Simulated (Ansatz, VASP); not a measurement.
One calculation of Co, two programs

Contents of INCAR:

```
SYSTEM = Co
PREC     = Accurate       ! precision mode
ENCUT    = 600            ! plane-wave cutoff, eV
EDIFF    = 1E-6           ! SCF threshold, eV
ISMEAR   = -5             ! smearing method
SIGMA    = 0.1            ! smearing width, eV
LREAL    = .False.        ! projectors in reciprocal space
LASPH    = .True.         ! aspherical terms in the spheres
NELM     = 60             ! most SCF steps
ALGO     = Normal         ! electronic algorithm
ISIF     = 3              ! what is computed and relaxed
LWAVE    = .False.        ! write WAVECAR
LCHARG   = .False.        ! write CHGCAR
IBRION   = 2              ! ionic algorithm
NSW      = 60             ! ionic steps
EDIFFG   = -0.01          ! ionic threshold
```

Contents of KPOINTS:

```
regular mesh
0
Gamma
  8 8 8
  0 0 0
```

The input POSCAR:

```
Co
1.0
    0.0000000000      1.7939670000      1.7939670000
    1.7939670000      0.0000000000      1.7939670000
    1.7939670000      1.7939670000      0.0000000000
Co
1
Direct
    0.0000000000      0.0000000000      0.0000000000
```

Input for Ansatz:

```yaml
crystal:
  lattice:
    - [0.0, 1.793967, 1.793967]
    - [1.793967, 0.0, 1.793967]
    - [1.793967, 1.793967, 0.0]
  atoms:
    - { symbol: Co, position: [0.0, 0.0, 0.0] }
  symmetry: { tolerance: 0.0003 }
kpoints:
  mp_grid: { grid: [8, 8, 8], shift: [0, 0, 0] }
magnetization:
  spin_polarized: false
scf:
  occupations: { method: tetrahedron }
hamiltonian:
  pseudopotentials: { kind: paw }
  xc: lda
basis:
  ecutwfc: 500
output:
  forces: true
  stress: true
  eigenvalues: true
relax:
  max_steps: 40
  cell: {}
```

Alike in both runs: task relaxation of cell and atoms; functional LDA; k mesh 8 × 8 × 8; occupations tetrahedron; no spin polarisation.

|  | VASP | Ansatz |
| --- | --- | --- |
| version | VASP 6.6.1 | Ansatz 0.2.0 |
| potentials or method | VASP PAW LDA potentials, release 64 (Co), cutoff 600 eV | PAW plane waves |
| valence electrons in the cell | 9 | 17 |

Ansatz gave:

* gap on the k mesh at the Fermi level, each at its own relaxed structure (eV): none
* relaxed volume (Å³/atom): 9.60
* relaxed cell length with the largest relative difference (Å): 2.386

Q: What did VASP give for the same quantities?

A: gap on the k mesh at the Fermi level, each at its own relaxed structure (eV): none; relaxed volume (Å³/atom): 9.57; relaxed cell length with the largest relative difference (Å): 2.383.

LDA's correlation is that of Perdew and Zunger in VASP and of Perdew and Wang (1992) in Ansatz. A gap of «none» marks a metal or a gap that the smearing closes. VASP's potentials hold 9 valence electrons a cell and Ansatz's 17, so a difference there can come from the potentials and not from the codes. Ansatz's warnings: band table not solved further, forces under tetrahedra, tetrahedron derivatives may miss energy slope.

The k mesh is coarse, so the values compare programs but aren't converged. Noted on VASP's run: the volume moved by over 15 % at a fixed basis, so the end points are rough.
